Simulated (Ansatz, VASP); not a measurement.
# Se: VASP beside Ansatz

The input INCAR:

```
SYSTEM = Se
ALGO = Normal
EDIFF = 1E-7
EDIFFG = -0.04
ENCUT = 600
GGA = PS
IBRION = 2
ISIF = 3
ISMEAR = 0
LASPH = .True.
LCHARG = .False.
LREAL = .False.
LWAVE = .False.
NELM = 80
NSW = 90
PREC = Accurate
SIGMA = 0.1
```

The input KPOINTS:

```
k-points
0
Gamma
  4 2 6
  0 0 0
```

File POSCAR:

```
Se
1.0
    4.8681583976      0.0000000000      0.0000000000
    0.0000000000      7.9093295400      0.0000000000
    0.0000000000      0.0000000000      2.7402019956
Se
4
Direct
    0.6740806000      0.4010458100      0.2638364000
    0.8259194000      0.9010458100      0.7361636000
    0.3259194000      0.5989541900      0.2638364000
    0.1740806000      0.0989541900      0.7361636000
```

Input for Ansatz:

```yaml
crystal:
  lattice:
    - [4.8681583976, 0.0, 0.0]
    - [0.0, 7.90932954, 0.0]
    - [0.0, 0.0, 2.7402019956]
  atoms:
    - { symbol: Se, position: [0.6740806, 0.40104581, 0.2638364] }
    - { symbol: Se, position: [0.8259194, 0.90104581, 0.7361636] }
    - { symbol: Se, position: [0.3259194, 0.59895419, 0.2638364] }
    - { symbol: Se, position: [0.1740806, 0.09895419, 0.7361636] }
basis:
  ecutwfc: 420
kpoints:
  mp_grid: { grid: [4, 2, 6] }
hamiltonian:
  xc: pbesol
scf:
  occupations: { method: gaussian, width: 0.1 }
  lower_state_search: "off"
output:
  forces: true
  stress: true
  eigenvalues: true
relax:
  adjacent_minimum: "off"
  f_tol: 0.04
  max_steps: 70
  cell: { stress_tol: 0.4 }
```

Alike in both runs: task relaxation of cell and atoms; functional PBEsol; k mesh 4 × 2 × 6; occupations gaussian, width 0.1 eV; no spin polarisation.

|  | VASP | Ansatz |
| --- | --- | --- |
| version | VASP 6.6.1 | Ansatz 0.2.0 |
| potentials or method | VASP PAW PBE potentials, release 64 (Se), cutoff 600 eV | scalar-relativistic, plane waves, PAW |
| valence electrons in the cell | 24 | 64 |

Ansatz gave:

- gap on the k mesh at the Fermi level, each at its own relaxed structure (eV): none
- relaxed volume (Å³/atom): 23.44
- relaxed length of the cell vector where the two differ most in proportion (Å): 4.207

Question: Estimate VASP's values.

Answer: gap on the k mesh at the Fermi level, each at its own relaxed structure (eV): none; relaxed volume (Å³/atom): 23.51; relaxed length of the cell vector where the two differ most in proportion (Å): 4.465.

VASP's potentials were made for PBE, not for PBEsol. A gap of «none» marks a metal or a gap that the smearing closes. VASP's potentials hold 24 valence electrons a cell and Ansatz's 64, so a difference there can come from the potentials and not from the codes.

The k mesh is coarse, so the values compare programs but aren't converged.
